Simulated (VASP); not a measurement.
A run of VASP 6.6.1 is set up as follows.

INCAR

```
SYSTEM = Rb2H2Pt
  ALGO = Normal
  EDIFF = 1E-6
  ENCUT = 570
  GGA = PE
  GGA_COMPAT = .FALSE.
  ISIF = 2
  ISMEAR = -1
  LASPH = .TRUE.
  LCHARG = .FALSE.
  LREAL = .FALSE.
  LWAVE = .FALSE.
  NBANDS = 27
  NELM = 120
  PREC = Accurate
  SIGMA = 0.0248
```

Contents of KPOINTS:

```
k-points
0
G
  4 4 4
  0 0 0
```

File POSCAR:

```
Rb2H2Pt
1.0
    5.3872210000      0.0000000000      0.0000000000
   -2.6936110000      4.6654730000      0.0000000000
    0.0000000000      0.0000000000      5.2424260000
H Pt Rb
2 1 2
Direct
    0.0000000000      0.0000000000      0.3794000000
    0.0000000000      0.0000000000      0.6206000000
    0.0000000000      0.0000000000      0.0000000000
    0.3333000000      0.6667000000      0.2758000000
    0.6667000000      0.3333000000      0.7242000000
```

Potentials or basis: VASP PAW PBE potentials, release 64 (H, Pt_sv_GW, Rb_sv).

Launch:

```console
$ cat potpaw_PBE.64/H/POTCAR potpaw_PBE.64/Pt_sv_GW/POTCAR potpaw_PBE.64/Rb_sv/POTCAR > POTCAR
$ mpirun -np 1 vasp_std > vasp.out
```

(1) What does it give for the largest force?

(2) Predict the pressure.

Results:

(1) 1.788 eV/Å.

(2) -2.9 GPa.

Caveat: forces of over 1 eV/Å act on the atoms, so gaps and moduli don't describe the material at rest.
